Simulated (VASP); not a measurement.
A run of VASP 6.6.1 is set up as follows.

The input INCAR:

```
PREC = Accurate
ENCUT = 520
EDIFF = 1E-6
ISMEAR = 0
SIGMA = 0.02
LREAL = F
LASPH = T
NELM = 80
ALGO = Normal
ISIF = 2
LWAVE = F
LCHARG = F
GGA = PS
NBANDS = 16
```

KPOINTS

```
Automatic mesh
0
Gamma
  6 6 6
```

The input POSCAR:

```
MgS
1.0
    2.5780187401      2.5780187401      0.0000000000
   -2.5780187401      2.5780187401      0.0000000000
    0.0000000000      0.0000000000      5.2855861606
Mg S
2 2
Direct
    0.0000000000      0.0000000000      0.0000000000
    0.5000000000      0.5000000000      0.5000000000
    0.5000000000      0.5000000000      0.0000000000
    0.0000000000      0.0000000000      0.5000000000
```

Potentials or basis: VASP PAW PBE potentials, release 64 (Mg, S).

Command:

```sh
$ cat potpaw_PBE.64/Mg/POTCAR potpaw_PBE.64/S/POTCAR > POTCAR
$ mpirun -np 1 vasp_std > vasp.out
```

Problem. Estimate the band gap on the k mesh.

Solution. 2.60 eV.

Problem. Estimate the pressure.

Solution. -0.8 GPa.

Stress tensor (GPa, compression positive):
```
 0.02  0.00  0.00
 0.00  0.02  0.00
 0.00  0.00 -2.56
```

Caveat: the cell differs from its parent crystal (uniaxial strain along c: +2.0 %); the PAW data sets were made with another functional, which shifts forces and pressure a little. A k mesh can miss the band edges.
